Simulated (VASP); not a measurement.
A run of VASP 6.6.1:

File INCAR:

```
SYSTEM = C
PREC = Accurate
ENCUT = 520
EDIFF = 1E-6
ISMEAR = 0
SIGMA = 0.05
LREAL = .FALSE.
LASPH = .TRUE.
NELM = 60
ALGO = Normal
ISIF = 2
LWAVE = .FALSE.
LCHARG = .TRUE.
GGA = PE
LELF = .TRUE.
LVHAR = .TRUE.
NBANDS = 31
```

KPOINTS

```
Automatic mesh
0
G
  12 12 12
  0 0 0
```

The input POSCAR:

```
C
1.0
    1.2220000000      0.7055220289     10.9199333333
   -1.2220000000      0.7055220289     10.9199333333
    0.0000000000     -1.4110440579     10.9199333333
C
10
Direct
    0.0248257000      0.0248257000      0.0248257000
    0.9751743000      0.9751743000      0.9751743000
    0.1086810650      0.1086810650      0.1086810650
    0.8913189350      0.8913189350      0.8913189350
    0.1583663742      0.1583663742      0.1583663742
    0.8416336258      0.8416336258      0.8416336258
    0.3748589682      0.3748589682      0.3748589682
    0.6251410318      0.6251410318      0.6251410318
    0.4253192967      0.4253192967      0.4253192967
    0.5746807033      0.5746807033      0.5746807033
```

Potentials or basis: VASP PAW PBE potentials, release 64 (C).

Command:

```bash
$ cat potpaw_PBE.64/C/POTCAR > POTCAR
$ mpirun -np 1 vasp_std > vasp.out
```

Hardware: 1 thread of Intel(R) Xeon(R) Platinum 8375C CPU @ 2.90GHz (Ice Lake) (shared host).

Question: Estimate the wall time of this run.

Answer: It took 72 min on 1 thread of Intel(R) Xeon(R) Platinum 8375C CPU @ 2.90GHz (Ice Lake), with other jobs on the host, peak memory 1.1 GiB. Counts: scf iterations 12, k points 189.
